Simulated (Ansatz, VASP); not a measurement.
Two plane-wave programs on BaHPb

```xyz
6
Lattice="4.1175 0.0000 -0.0011 0.0000 4.1171 0.0027 0.0037 0.0025 9.6675" Properties=species:S:1:pos:R:3 pbc="T T T"
Ba    4.1174    0.0001   -1.4050
Ba    4.1196    0.0007    3.4283
H     2.0565    2.0596    2.9396
H     2.0613    2.0590    7.7733
Pb    2.0599    2.0593    0.8831
Pb    2.0627    2.0606    5.7168
```

Change from the starting cell: cell x2, atoms moved at random (sigma 0.15 Å) and cell strained at random (1.5 %), then relaxed without symmetry.

Alike in both runs: functional PBE; k mesh 4 × 4 × 2; occupations gaussian, width 0.1 eV; no spin polarisation.

Ansatz relaxed the structure, and its values are those at the end. VASP's run is a single point on that final structure, the one shown.

|  | VASP | Ansatz |
| --- | --- | --- |
| version | VASP 6.6.1 | Ansatz 0.2.0 |
| potentials or method | VASP PAW PBE potentials, release 64 (Ba_sv, H, Pb_d), cutoff 520 eV | scalar-relativistic, plane waves, PAW |
| valence electrons in the cell | 50 | 50 |

```csv
,VASP,Ansatz,Ansatz less VASP
gap on the k mesh at the Fermi level (eV),none,none,-
pressure (GPa),0.3,0.0,-0.33
rms of the force components (eV/Å),0.007,0.002,-0.0050
```

A gap of «none» marks a metal or a gap that the smearing closes. The functional is the same, so the differences come from potentials, cutoffs and numerics.

The k mesh is coarse, so the values compare programs but aren't converged. Spin-orbit coupling is off throughout.
